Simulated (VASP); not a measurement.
A run of VASP 6.6.1:

File INCAR:

```
SYSTEM = Cu
PREC = Accurate
ENCUT = 520
EDIFF = 1E-7
ISMEAR = 0
SIGMA = 0.15
LREAL = .False.
LASPH = .True.
NELM = 100
ALGO = Fast
ISIF = 2
LWAVE = .False.
LCHARG = .False.
GGA = PE
NBANDS = 12
```

The input KPOINTS:

```
regular mesh
0
Gamma
  24 24 24
  0 0 0
```

File POSCAR:

```
Cu
1.0
   -1.5036040095      1.5036040095      1.4682693152
    1.5036040095     -1.5036040095      1.4682693152
    1.5036040095      1.5036040095     -1.4682693152
Cu
1
Direct
    0.0000000000      0.0000000000      0.0000000000
```

Potentials or basis: VASP PAW PBE potentials, release 64 (Cu).

Command:

```console
$ cat potpaw_PBE.64/Cu/POTCAR > POTCAR
$ mpirun -np 1 vasp_std > vasp.out
```

Hardware: 1 thread of AMD EPYC 7R43 64-Core Processor (Zen 3) (shared host).

Problem. Estimate the wall time of this run.

Solution. It took 2.4 min on 1 thread of AMD EPYC 7R43 64-Core Processor (Zen 3) (shared host), peak memory 0.23 GiB. Counts: scf iterations 13, k points 1063.
